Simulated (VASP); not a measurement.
# Ge3I (Amm2) in VASP: further runs

Ge3I is run at these levels: PBE; tasks: single point, relaxation of cell and atoms.

Program: VASP 6.6.1. These are calculated values, not measurements. Logs are shortened: lines on timing, memory, paths and dates and some standing lists are left out, and cuts for length are marked.

## 1. The cell of the first run

The structure is orthorhombic, space group Amm2 (No. 38). Conventional cell: a = 4.233 Å, b = 9.801 Å, c = 5.609 Å, α = 90.00°, β = 90.00°, γ = 90.00°. Within 3.5 Å of Ge (site symmetry m) lie 5 Ge at 2.66 to 3.35 Å and 3 I at 3.04 to 3.37 Å. Ge (site symmetry mm2) has 4 Ge at 2.66 Å and 2 I at 3.30 Å within 3.5 Å. I (site symmetry mm2) has 10 Ge at 3.04 to 3.73 Å within 4.0 Å.

The cell was generated, and may not be a known phase.

## 2. Single point, PBE

INCAR reads:

```
  PREC = Accurate
  ENCUT = 520
  EDIFF = 1E-7
  ISMEAR = 0
  SIGMA = 0.2
  LREAL = F
  LASPH = T
  NELM = 80
  ALGO = Normal
  ISIF = 2
  LWAVE = F
  LCHARG = T
  GGA = PE
  LELF = T
  LVHAR = T
  NBANDS = 32
```

KPOINTS reads:

```
Automatic mesh
0
Gamma
  3 5 5
```

POSCAR reads:

```
Ge3I
1.0
    4.2329141788      0.0000000000      0.0000000000
    0.0000000000      4.9005369205      2.8045232822
    0.0000000000     -4.9005369205      2.8045232822
Ge I
3 1
Direct
    0.0000000000      0.2403315847      0.9266365972
    0.0000000000      0.9266365972      0.2403315847
    0.5000000000      0.1655158129      0.1655158129
    0.0000000000      0.6169364153      0.6169364153
```

Potentials or basis: VASP PAW PBE potentials, release 64 (Ge_d, I).

Command:

```
> cat potpaw_PBE.64/Ge_d/POTCAR potpaw_PBE.64/I/POTCAR > POTCAR
> mpirun -np 1 vasp_std > vasp.out
```

OUTCAR:

```text
PREC = Accurate
   ENCUT = 520
   EDIFF = 1E-7
   ISMEAR = 0
   LREAL = F
   LASPH = T
   NELM = 80
   ISIF = 2
   GGA = PE

 ion  position               nearest neighbor table
   1  0.000  0.240  0.927-   3 2.66   3 2.66   4 3.04
   2  0.000  0.927  0.240-   3 2.66   3 2.66   4 3.04
   3  0.500  0.166  0.166-   1 2.66   2 2.66   1 2.66   2 2.66
   4  0.000  0.617  0.617-   1 3.04   2 3.04

  LATTYP: Found a base centered orthorhombic cell.
 ALAT       =     5.6090465644
 B/A-ratio  =     1.7473689563
 C/A-ratio  =     0.7546584130

  Lattice vectors:

 A1 = (   0.0000000000,   4.9005369205,   2.8045232822)
 A2 = (   0.0000000000,  -4.9005369205,   2.8045232822)
 A3 = (   4.2329141788,   0.0000000000,   0.0000000000)

Analysis of symmetry for initial positions (statically):
=====================================================================
 Subroutine PRICEL returns:
 Original cell was already a primitive cell.

 Routine SETGRP: Setting up the symmetry group for a
 base centered orthorhombic supercell.

 Subroutine GETGRP returns: Found  4 space group operations
 (whereof  4 operations were pure point group operations)
 out of a pool of  8 trial point group operations.

The static configuration has the point symmetry C_2v.

Analysis of symmetry for dynamics (positions and initial velocities):
=====================================================================
 Subroutine PRICEL returns:
 Original cell was already a primitive cell.

 Routine SETGRP: Setting up the symmetry group for a
 base centered orthorhombic supercell.

 Subroutine GETGRP returns: Found  4 space group operations
 (whereof  4 operations were pure point group operations)
 out of a pool of  8 trial point group operations.

The dynamic configuration has the point symmetry C_2v.

 Subroutine INISYM returns: Found  4 space group operations
 (whereof  4 operations are pure point group operations),
 and found     1 'primitive' translations

----------------------------------------------------------------------------------------

                                     Primitive cell

  volume of cell :     116.3516

  direct lattice vectors                    reciprocal lattice vectors
     4.232914179  0.000000000  0.000000000     0.236243864  0.000000000  0.000000000
     0.000000000  4.900536920  2.804523282     0.000000000  0.102029636  0.178283419
     0.000000000 -4.900536920  2.804523282     0.000000000 -0.102029636  0.178283419

  length of vectors
     4.232914179  5.646291965  5.646291965     0.236243864  0.205414275  0.205414275

  position of ions in fractional coordinates (direct lattice)
     0.000000000  0.240331585  0.926636597
     0.000000000  0.926636597  0.240331585
     0.500000000  0.165515813  0.165515813
     0.000000000  0.616936415  0.616936415

  ion indices of the primitive-cell ions
   primitive index   ion index
                 1           1
                 2           2
                 3           3
                 4           4

----------------------------------------------------------------------------------------

 KPOINTS: Automatic mesh

Automatic generation of k-mesh.
 Grid dimensions read from file:
 generate k-points for:    3    5    5

 Generating k-lattice:

  Cartesian coordinates                     Fractional coordinates (reciprocal lattice)
     0.078747955  0.000000000  0.000000000     0.333333333  0.000000000  0.000000000
     0.000000000  0.020405927  0.035656684     0.000000000  0.200000000  0.000000000
     0.000000000 -0.020405927  0.035656684     0.000000000  0.000000000  0.200000000

  Length of vectors
     0.078747955  0.041082855  0.041082855

  Shift w.r.t. Gamma in fractional coordinates (k-lattice)
     0.000000000  0.000000000  0.000000000

 Subroutine IBZKPT returns following result:
 ===========================================

 Found     18 irreducible k-points:

 Following reciprocal coordinates:
            Coordinates               Weight
  0.000000  0.000000  0.000000      1.000000
  0.333333  0.000000  0.000000      2.000000
  0.000000  0.200000  0.000000      4.000000
  0.333333  0.200000  0.000000      8.000000
  0.000000  0.400000  0.000000      4.000000
  0.333333  0.400000  0.000000      8.000000
[... 10 lines left out ...]
  0.000000 -0.400000  0.400000      2.000000
  0.333333 -0.400000  0.400000      4.000000
   k-points           NKPTS =     18   k-points in BZ     NKDIM =     18   number of bands    NBANDS=     32
   number of dos      NEDOS =    301   number of ions     NIONS =      4
   total plane-waves  NPLWV =  56448
   dimension x,y,z NGX =    32 NGY =   42 NGZ =   42
   dimension x,y,z NGXF=    64 NGYF=   84 NGZF=   84
   ions per type =               3   1
   NGX,Y,Z   is equivalent  to a cutoff of  12.57, 12.37, 12.37 a.u.
   NGXF,Y,Z  is equivalent  to a cutoff of  25.14, 24.73, 24.73 a.u.
 SYSTEM =  unknown system
   PREC   = accura    normal or accurate (medium, high low for compatibility)
   ISTART =      0    job   : 0-new  1-cont  2-samecut
   ICHARG =      2    charge: 1-file 2-atom 10-const
   ISPIN  =      1    spin polarized calculation?
   LNONCOLLINEAR =      F non collinear calculations
   LSORBIT =      F    spin-orbit coupling
   LASPH  =      T    aspherical Exc in radial PAW
   ENCUT  =  520.0 eV  38.22 Ry    6.18 a.u.   7.87 10.50 10.50*2*pi/ulx,y,z
   NELM   =     80;   NELMIN=  2; NELMDL= -5     # of ELM steps
   EDIFF  = 0.1E-06   stopping-criterion for ELM
   LREAL  =      F    real-space projection
   EDIFFG = 0.1E-05   stopping-criterion for IOM
   NSW    =      0    number of steps for IOM
   IBRION =     -1    ionic relax: 0-MD 1-quasi-New 2-CG
   NFREE  =      0    steps in history (QN), initial steepest desc. (CG)
   ISIF   =      2    stress and relaxation
   ISYM   =      2    0-nonsym 1-usesym 2-fastsym
   POTIM  = 0.5000    time-step for ionic-motion
   TEBEG  =    0.0;   TEEND  =   0.0 temperature during run
   PSTRESS=    0.0 pullay stress
   NELECT =      49.0000    total number of electrons
   NUPDOWN=      -1.0000    fix difference up-down
   EMIN   =  10.00;   EMAX   =-10.00  energy-range for DOS
   EFERMI =   0.00;   METHOD = LEGACY
   ISMEAR =     0;   SIGMA  =   0.20  broadening in eV -4-tet -1-fermi 0-gaus
   EFERMI_NEDOS =   21; number of points for ismear=-14 and -15
   IALGO  =     38    algorithm
   IMIX   =      4    mixing-type and parameters
     AMIX     =   0.40;   BMIX     =  1.00
     AMIX_MAG =   1.60;   BMIX_MAG =  1.00
  volume/ion in A,a.u.               =      29.09       196.29
  Fermi-wavevector in a.u.,A,eV,Ry     =   1.227108  2.318898 20.487573  1.505794
  Thomas-Fermi vector in A             =   2.362084
   LORBIT       =      0    0 simple, 1 ext, 2 COOP (PROOUT), +10 PAW based schemes
   GGA     = PE    functional components
   LHFCALC =     F    Hartree Fock is set to
   AEXX    =    0.0000 exact exchange contribution
   IVDW    =     0    specifies the selected vdW correction
   LEPSILON=     F    determine dielectric tensor
   LRPA    =     F    only Hartree local field effects (RPA)
 non-spin polarized calculation
 Gauss-broadening in eV      SIGMA  =   0.20
  energy-cutoff  :      520.00
  volume of cell :      116.35
 maximum number of plane-waves:      3178
 NGX is ok and might be reduce to    32
   NGX = 15   NGY = 21   NGZ = 21

 number of electron      49.0000000 magnetization

 Free energy of the ion-electron system (eV)
  ---------------------------------------------------
  ext. energy  EPLUGINS =         0.00000000
  ---------------------------------------------------
  free energy    TOTEN  =       -13.52174829 eV

  energy without entropy =      -13.48828036  energy(sigma->0) =      -13.50501432

 E-fermi :   4.3528     XC(G=0):  -9.1134

 val. band max:        4.3440453418   @ k =   0.0000  -0.4000   0.2000
 cond. band min:       4.4381639438   @ k =   0.3333   0.4000   0.0000
 fundamental gap:      0.0941186019
 Fermi energy:         4.3527502854

 k-point     1 :       0.0000    0.0000    0.0000
  band No.  band energies     occupation
      1     -20.6573      2.00000
      2     -20.6535      2.00000
      3     -20.6345      2.00000
      4     -20.6205      2.00000
      5     -20.6185      2.00000
      6     -20.6062      2.00000
[... 24 lines left out ...]
     31       9.3561      0.00000
     32       9.6216      0.00000

 k-point     2 :       0.3333    0.0000    0.0000
  band No.  band energies     occupation
      1     -20.6618      2.00000
      2     -20.6501      2.00000
      3     -20.6314      2.00000
      4     -20.6191      2.00000
      5     -20.6134      2.00000
      6     -20.6054      2.00000
[... 24 lines left out ...]
     31       9.0718      0.00000
     32       9.7413      0.00000

 k-point     3 :       0.0000    0.2000    0.0000
  band No.  band energies     occupation
      1     -20.6576      2.00000
      2     -20.6535      2.00000
      3     -20.6345      2.00000
      4     -20.6221      2.00000
      5     -20.6193      2.00000
      6     -20.6038      2.00000
[... 24 lines left out ...]
     31       9.0905      0.00000
     32      10.3076      0.00000

 k-point     4 :       0.3333    0.2000    0.0000
  band No.  band energies     occupation
      1     -20.6618      2.00000
      2     -20.6506      2.00000
      3     -20.6315      2.00000
      4     -20.6189      2.00000
      5     -20.6150      2.00000
      6     -20.6067      2.00000
[... 24 lines left out ...]
     31       9.0576      0.00000
     32      10.8995      0.00000

 k-point     5 :       0.0000    0.4000    0.0000
  band No.  band energies     occupation
      1     -20.6581      2.00000
      2     -20.6537      2.00000
      3     -20.6347      2.00000
      4     -20.6248      2.00000
      5     -20.6196      2.00000
      6     -20.6007      2.00000
[... 374 lines left out ...]
     31       9.8009      0.00000
     32       9.8162      0.00000

 k-point    16 :       0.3333    0.4000    0.4000
  band No.  band energies     occupation
      1     -20.6621      2.00000
      2     -20.6519      2.00000
      3     -20.6332      2.00000
      4     -20.6197      2.00000
      5     -20.6180      2.00000
      6     -20.6110      2.00000
[... 24 lines left out ...]
     31       9.4153      0.00000
     32      10.8335      0.00000

 k-point    17 :       0.0000   -0.4000    0.4000
  band No.  band energies     occupation
      1     -20.6588      2.00000
      2     -20.6537      2.00000
      3     -20.6349      2.00000
      4     -20.6259      2.00000
      5     -20.6222      2.00000
      6     -20.5988      2.00000
[... 24 lines left out ...]
     31       9.3475      0.00000
     32       9.5786      0.00000

 k-point    18 :       0.3333   -0.4000    0.4000
  band No.  band energies     occupation
      1     -20.6620      2.00000
      2     -20.6519      2.00000
      3     -20.6327      2.00000
      4     -20.6203      2.00000
      5     -20.6179      2.00000
      6     -20.6112      2.00000
[... 24 lines left out ...]
     31      10.0499      0.00000
     32      11.1704      0.00000

------------------------ aborting loop because EDIFF is reached ----------------------------------------

  FORCE on cell =-STRESS in cart. coord.  units (eV):
  Direction    XX          YY          ZZ          XY          YZ          ZX
  --------------------------------------------------------------------------------------
  -------------------------------------------------------------------------------------
  Total        0.0274570      0.0942871     -0.2491869      0.0000000      0.0000000      0.0000000
  in kB        0.3780873      1.2983470     -3.4313395      0.0000000      0.0000000      0.0000000
  external PRESSURE =      -0.5849684 kB  Pullay stress =       0.0000000 kB

 VOLUME and BASIS-vectors are now :
 -----------------------------------------------------------------------------
  energy-cutoff  :      520.00
  volume of cell :      116.35
      direct lattice vectors                 reciprocal lattice vectors
     4.232914179  0.000000000  0.000000000     0.236243864  0.000000000  0.000000000
     0.000000000  4.900536920  2.804523282     0.000000000  0.102029636  0.178283419
     0.000000000 -4.900536920  2.804523282     0.000000000 -0.102029636  0.178283419

 POSITION                                       TOTAL-FORCE (eV/Angst)
 -----------------------------------------------------------------------------------
      0.00000     -3.36326      3.27279         0.000000     -0.045340     -0.039143
      0.00000      3.36326      3.27279         0.000000      0.045340     -0.039143
      2.11646      0.00000      0.92839         0.000000      0.000000      0.010760
      0.00000      0.00000      3.46043         0.000000      0.000000      0.067526
 -----------------------------------------------------------------------------------
    total drift:                                0.000000     -0.000000      0.000585

  FREE ENERGIE OF THE ION-ELECTRON SYSTEM (eV)
  ---------------------------------------------------
  free  energy   TOTEN  =       -13.5217482911 eV

  energy  without entropy=      -13.4882803564  energy(sigma->0) =      -13.50501432
```

Wall time 81 s (1 thread of Intel Xeon 6975P-C (Granite Rapids), shared host); peak memory 0.24 GiB.

Results:

```
Free energy            : -13.5217 eV
Pressure               : -0.1 GPa
Largest force          : 0.068 eV/Å
Band gap on the k mesh : zero (an odd number of electrons rules out a gap without spin polarisation)
```

Forces on the atoms (eV/Å):
```
Ge   0.000 -0.045 -0.039
Ge   0.000  0.045 -0.039
Ge   0.000  0.000  0.011
I    0.000  0.000  0.068
```

Stress tensor (GPa, compression positive):
```
 0.04  0.00  0.00
 0.00  0.13  0.00
 0.00  0.00 -0.34
```

Caveat: the k points lie up to 0.49 Å⁻¹ apart, too coarse for converged energies and pressures of a metal; spin-orbit coupling is left out, which moves the levels of the heavy elements; an odd number of electrons without spin polarisation forces a metal; a magnetic or distorted state may lie lower.

## 3. Relaxation of cell and atoms, PBE

This run uses another cell than the first one, of 26.37 Å³/atom.

INCAR reads:

```
  PREC = Accurate
  ENCUT = 600
  EDIFF = 1E-6
  ISMEAR = 0
  SIGMA = 0.2
  LREAL = False
  LASPH = True
  NELM = 60
  ALGO = Normal
  ISIF = 3
  LWAVE = False
  LCHARG = False
  GGA = PE
  IBRION = 2
  NSW = 36
  EDIFFG = -0.08
```

KPOINTS reads:

```
regular mesh
0
Gamma
  3 5 5
```

POSCAR reads:

```
Ge3I
1.0
    6.0537441000      0.0000000000      0.0000000000
    0.0000000000      4.0604235400      2.1454887600
    0.0000000000     -4.0604235400      2.1454887600
Ge I
3 1
Direct
    0.0000000000      0.2676516300      0.8838433300
    0.0000000000      0.8838433300      0.2676516300
    0.5000000000      0.2078515200      0.2078515200
    0.0000000000      0.5900739300      0.5900739300
```

Potentials or basis: VASP PAW PBE potentials, release 64 (Ge_d, I).

Command:

```
> cat potpaw_PBE.64/Ge_d/POTCAR potpaw_PBE.64/I/POTCAR > POTCAR
> mpirun -np 1 vasp_std > vasp.out
```

It took 18 min on 1 thread of Intel Xeon 6975P-C (Granite Rapids), shared host; peak memory 0.31 GiB.

Results (log left out):

| Item | Value |
| --- | --- |
| Free energy | -13.4941 eV |
| Relaxed volume | 28.44 Å³/atom |
| Relaxed cell | a = 4.219 Å, b = 5.601 Å, c = 5.601 Å, α = 120.74°, β = 90.00°, γ = 90.00° |
| Space group after relaxing (to 0.1 Å) | Amm2 (No. 38) |
| Energy gained by relaxing | 1411.6 meV/atom |
| Ionic steps | 17 |
| Pressure after relaxing | 0.3 GPa |
| Largest force after relaxing | 0.060 eV/Å |
| Band gap on the k mesh | zero (an odd number of electrons rules out a gap without spin polarisation) |

Forces in eV/Å, atoms in the order of the input:
```
Ge   0.000 -0.044 -0.006
Ge   0.000  0.044 -0.006
Ge   0.000  0.000  0.060
I    0.000  0.000 -0.047
```

Stress tensor (GPa, compression positive):
```
0.32 0.00 0.00
0.00 0.38 0.00
0.00 0.00 0.22
```

Step by step:
```
step  energy change (eV)  largest force (eV/Å)  pressure (GPa)  volume (Å³)
   1              0.0000                2.4384           21.37       105.48
   2             -3.4741                0.3391           -5.10       162.91
   3             -3.7070                0.2245           -2.33       140.84
   4             -3.7235                0.2046           -3.15       145.10
   5             -3.7230                0.2088           -2.96       143.85
   6             -4.2300                0.3798           -2.55       133.42
   7             -5.2223                1.1963            4.54       101.64
   8             -5.2013                1.0568            0.45       110.74
   9             -5.2695                1.1323            2.25       105.92
  10             -5.4328                0.5592            2.11       107.16
  11             -5.4453                0.6344            1.90       106.99
  12             -5.5529                0.3878           -0.65       114.01
  13             -5.5563                0.4138           -1.23       115.68
  14             -5.6085                0.2676           -0.26       113.74
  15             -5.6166                0.1487            0.39       112.53
  16             -5.6413                0.0832            0.31       113.31
  17             -5.6463                0.0597            0.31       113.77
```

Final structure:
```
Ge I
1.0
     4.21910    0.00000    0.00000
     0.00000    4.86878    2.76913
     0.00000   -4.86878    2.76913
Ge I
3 1
Direct
  0.00000 0.24673 0.92607
  0.00000 0.92607 0.24673
  0.50000 0.15466 0.15466
  0.00000 0.62196 0.62196
```

Levels at points of the mesh, in eV from the Fermi level:
```
           k point  band 21  band 22  band 23  band 24  band 25  band 26  band 27  band 28
(0.00, 0.00, 0.00)    -4.16    -3.69    -2.03    -0.98    -0.97     1.65     1.87     2.09
```

Caveat: a cell axis changed by over 15 % at a fixed basis, so the end point is rough; spin-orbit coupling is left out, which moves the levels of the heavy elements; an odd number of electrons without spin polarisation forces a metal; a magnetic or distorted state may lie lower; the relaxation stopped at a loose force limit of 0.08 eV/Å, so its end isn't a converged minimum.

The gap in the log of VASP goes by the Fermi energy; the results here count the filled bands.